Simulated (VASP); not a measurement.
# Sc3Te (P6_3/mmc) in VASP: notebook, part 2 of 2

VASP 6.6.1. The steps go on from the part before.

### Step 3. Single point, PBE

This run uses another cell than the first one, of 21.47 Å³/atom, 1.021 times its volume.

INCAR

```
PREC     = Accurate       # precision mode
ENCUT    = 520            # plane-wave cutoff, eV
EDIFF    = 1E-6           # SCF threshold, eV
ISMEAR   = -1             # smearing method
SIGMA    = 0.05           # smearing width, eV
LREAL    = False          # projectors in reciprocal space
LASPH    = True           # aspherical terms in the spheres
NELM     = 100            # most SCF steps
ALGO     = Fast           # electronic algorithm
ISIF     = 2              # what is computed and relaxed
LWAVE    = False          # write WAVECAR
LCHARG   = False          # write CHGCAR
GGA      = PE             # functional
NBANDS   = 49             # bands
```

KPOINTS

```
regular mesh
0
Gamma
  5 5 5
```

POSCAR

```
Sc3Te
1.0
    6.2757206219      0.0000000000      0.0000000000
   -3.1378603110      5.4349334856      0.0000000000
    0.0000000000      0.0000000000      5.0353766649
Te Sc
2 6
Direct
    0.3333333333      0.6666666667      0.7500000000
    0.6666666667      0.3333333333      0.2500000000
    0.1671465050      0.3342930100      0.2500000000
    0.1671465050      0.8328534950      0.2500000000
    0.6657069900      0.8328534950      0.2500000000
    0.8328534950      0.6657069900      0.7500000000
    0.8328534950      0.1671465050      0.7500000000
    0.3342930100      0.1671465050      0.7500000000
```

Potentials or basis: VASP PAW PBE potentials, release 64 (Te, Sc_sv).

Started as:

```
> cat potpaw_PBE.64/Te/POTCAR potpaw_PBE.64/Sc_sv/POTCAR > POTCAR
> mpirun -np 1 vasp_std > vasp.out
```

OUTCAR:

```text
PREC = Accurate
   ENCUT = 520
   EDIFF = 1E-6
   ISMEAR = -1
   LREAL = False
   LASPH = True
   NELM = 100
   ISIF = 2
   GGA = PE

 ion  position               nearest neighbor table
   1  0.333  0.667  0.750-   4 3.10   4 3.10   5 3.10   5 3.10   3 3.10   3 3.10   6 3.14   8 3.14
                             7 3.14   7 3.14   6 3.14   8 3.14
   2  0.667  0.333  0.250-   7 3.10   7 3.10   8 3.10   8 3.10   6 3.10   6 3.10   3 3.14   5 3.14
                             4 3.14   4 3.14   3 3.14   5 3.14
   3  0.167  0.334  0.250-   1 3.10   1 3.10   7 3.10   7 3.10   8 3.10   8 3.10   5 3.13   4 3.13
                             2 3.14   2 3.14   5 3.15   4 3.15
[... 995 lines left out ...]
  external PRESSURE =      30.9919294 kB  Pullay stress =       0.0000000 kB

 VOLUME and BASIS-vectors are now :
 -----------------------------------------------------------------------------
  energy-cutoff  :      520.00
  volume of cell :      171.75
      direct lattice vectors                 reciprocal lattice vectors
     6.275720622  0.000000000  0.000000000     0.159344251  0.091997446  0.000000000
    -3.137860311  5.434933486  0.000000000     0.000000000  0.183994892  0.000000000
     0.000000000  0.000000000  5.035376665     0.000000000  0.000000000  0.198594875

 POSITION                                       TOTAL-FORCE (eV/Angst)
 -----------------------------------------------------------------------------------
     -0.00000      3.62329      3.77653         0.000000     -0.000000      0.000000
      3.13786      1.81164      1.25884         0.000000     -0.000000      0.000000
     -0.00000      1.81686      1.25884         0.000000     -0.015988     -0.000000
     -1.56441      4.52650      1.25884        -0.013846      0.007994     -0.000000
      1.56441      4.52650      1.25884         0.013846      0.007994      0.000000
      3.13786      3.61807      3.77653        -0.000000      0.015988      0.000000
      4.70227      0.90843      3.77653         0.013846     -0.007994      0.000000
      1.57345      0.90843      3.77653        -0.013846     -0.007994     -0.000000
 -----------------------------------------------------------------------------------
    total drift:                               -0.000000      0.000000     -0.000000

  FREE ENERGIE OF THE ION-ELECTRON SYSTEM (eV)
  ---------------------------------------------------
  free  energy   TOTEN  =       -47.0912134378 eV

  energy  without entropy=      -47.0218456084  energy(sigma->0) =      -47.05652952
```

stdout:

```text
POSCAR found type information on POSCAR TeSc
 POSCAR found :  2 types and       8 ions
 scaLAPACK will be used
 LDA part: xc-table for (Slater+PW92), standard interpolation
 POSCAR, INCAR and KPOINTS ok, starting setup
 FFT: planning ... GRIDC
 FFT: planning ... GRID_SOFT
 FFT: planning ... GRID
 WAVECAR not read
 entering main loop
```

Run time: 2.2 min. Hardware: 1 thread of Intel Xeon 6975P-C (Granite Rapids), shared host; peak memory 0.34 GiB.

Results:

| Property | Result |
| --- | --- |
| Free energy | -47.0912 eV |
| Pressure | 3.1 GPa |
| Largest force | 0.016 eV/Å |
| Band gap on the k mesh | zero (band 39 reaches 7.11 eV, above the bottom of band 40 at 6.46 eV) |

Forces on the atoms (eV/Å):
```
Te   0.000  0.000  0.000
Te   0.000  0.000  0.000
Sc   0.000 -0.016  0.000
Sc  -0.014  0.008  0.000
Sc   0.014  0.008  0.000
Sc   0.000  0.016  0.000
Sc   0.014 -0.008  0.000
Sc  -0.014 -0.008  0.000
```

Caveat: spin-orbit coupling is left out, which moves the levels of the heavy elements.

### Step 4. Single point, PBE

This run uses another cell than the first one, of 21.92 Å³/atom, 1.043 times its volume.

INCAR

```
SYSTEM = Sc3Te
ALGO = Fast
EDIFF = 1E-7
ENCUT = 520
GGA = PE
ISIF = 2
ISMEAR = -1
LASPH = .TRUE.
LCHARG = .FALSE.
LREAL = .FALSE.
LWAVE = .FALSE.
NBANDS = 49
NELM = 60
PREC = Accurate
SIGMA = 0.05
```

KPOINTS

```
k-points
0
G
  5 5 5
  0 0 0
```

POSCAR, as its differences from that of step 3:

```diff
@@ -2,5 +2,5 @@
 1.0
-    6.2757206219      0.0000000000      0.0000000000
-   -3.1378603110      5.4349334856      0.0000000000
-    0.0000000000      0.0000000000      5.0353766649
+    6.3190028215      0.0000000000      0.0000000000
+   -3.1595014108      5.4724169700      0.0000000000
+    0.0000000000      0.0000000000      5.0701044980
 Te Sc
```

Potentials or basis: VASP PAW PBE potentials, release 64 (Te, Sc_sv).

Started as:

```
> cat potpaw_PBE.64/Te/POTCAR potpaw_PBE.64/Sc_sv/POTCAR > POTCAR
> mpirun -np 1 vasp_std > vasp.out
```

OUTCAR:

```text
SYSTEM = Sc3Te
   EDIFF = 1E-7
   ENCUT = 520
   GGA = PE
   ISIF = 2
   ISMEAR = -1
   LASPH = .TRUE.
   LREAL = .FALSE.
   NELM = 60
   PREC = Accurate

 ion  position               nearest neighbor table
   1  0.333  0.667  0.750-   4 3.12   4 3.12   5 3.12   5 3.12   3 3.12   3 3.12   6 3.16   8 3.16
                             7 3.16   7 3.16   6 3.16   8 3.16
   2  0.667  0.333  0.250-   7 3.12   7 3.12   8 3.12   8 3.12   6 3.12   6 3.12   3 3.16   5 3.16
                             4 3.16   4 3.16   3 3.16   5 3.16
   3  0.167  0.334  0.250-   1 3.12   1 3.12   7 3.13   7 3.13   8 3.13   8 3.13   5 3.15   4 3.15
                             2 3.16   2 3.16   5 3.17   4 3.17
[... 995 lines left out ...]
  external PRESSURE =      15.9417197 kB  Pullay stress =       0.0000000 kB

 VOLUME and BASIS-vectors are now :
 -----------------------------------------------------------------------------
  energy-cutoff  :      520.00
  volume of cell :      175.33
      direct lattice vectors                 reciprocal lattice vectors
     6.319002821  0.000000000  0.000000000     0.158252817  0.091367307  0.000000000
    -3.159501411  5.472416970  0.000000000     0.000000000  0.182734614  0.000000000
     0.000000000  0.000000000  5.070104498     0.000000000  0.000000000  0.197234594

 POSITION                                       TOTAL-FORCE (eV/Angst)
 -----------------------------------------------------------------------------------
     -0.00000      3.64828      3.80258         0.000000     -0.000000     -0.000000
      3.15950      1.82414      1.26753        -0.000000     -0.000000     -0.000000
     -0.00000      1.82939      1.26753         0.000000     -0.023414      0.000000
     -1.57520      4.55772      1.26753        -0.020278      0.011707     -0.000000
      1.57520      4.55772      1.26753         0.020278      0.011707     -0.000000
      3.15950      3.64303      3.80258        -0.000000      0.023414     -0.000000
      4.73470      0.91470      3.80258         0.020278     -0.011707      0.000000
      1.58430      0.91470      3.80258        -0.020278     -0.011707      0.000000
 -----------------------------------------------------------------------------------
    total drift:                               -0.000001      0.000001     -0.000000

  FREE ENERGIE OF THE ION-ELECTRON SYSTEM (eV)
  ---------------------------------------------------
  free  energy   TOTEN  =       -47.1446097806 eV

  energy  without entropy=      -47.0736310815  energy(sigma->0) =      -47.10912043
```

It took 2.7 min on 1 thread of Intel Xeon 6975P-C (Granite Rapids), shared host; peak memory 0.36 GiB.

Results:

```
Free energy            : -47.1446 eV
Pressure               : 1.6 GPa
Largest force          : 0.023 eV/Å
Band gap on the k mesh : zero (band 39 reaches 6.93 eV, above the bottom of band 40 at 6.29 eV)
```

Forces on the atoms (eV/Å):
```
Te   0.000  0.000  0.000
Te   0.000  0.000  0.000
Sc   0.000 -0.023  0.000
Sc  -0.020  0.012  0.000
Sc   0.020  0.012  0.000
Sc   0.000  0.023  0.000
Sc   0.020 -0.012  0.000
Sc  -0.020 -0.012  0.000
```

Caveat: spin-orbit coupling is left out, which moves the levels of the heavy elements.

### Step 5. Overview

```csv
cell,further INCAR settings,gap on the mesh (eV),pressure (GPa),largest force (eV/Å)
"a = 6.232, b = 6.232, c = 5.000 Å, angles 90.0, 90.0, 120.0°, 8 atoms",ALGO = Fast; EDIFF = 1e-06; NBANDS = 49,none,4.8,0.01
"a = 6.276, b = 6.276, c = 5.035 Å, angles 90.0, 90.0, 120.0°, 8 atoms",ALGO = Fast; EDIFF = 1e-06; NBANDS = 49,none,3.1,0.02
"a = 6.319, b = 6.319, c = 5.070 Å, angles 90.0, 90.0, 120.0°, 8 atoms",ALGO = Fast; EDIFF = 1e-07; NBANDS = 49,none,1.6,0.02
```

Alike in all rows: task single point; level PBE; potentials or basis VASP PAW PBE potentials, release 64 (Te, Sc_sv); no spin polarisation; k mesh 5 × 5 × 5; cutoff (eV) 520; smearing fermi-dirac 0.05 eV.

Caveats: spin-orbit coupling is left out, which moves the levels of the heavy elements.

Total energies depend on the potentials used, so only differences within one code and one set of settings carry meaning.
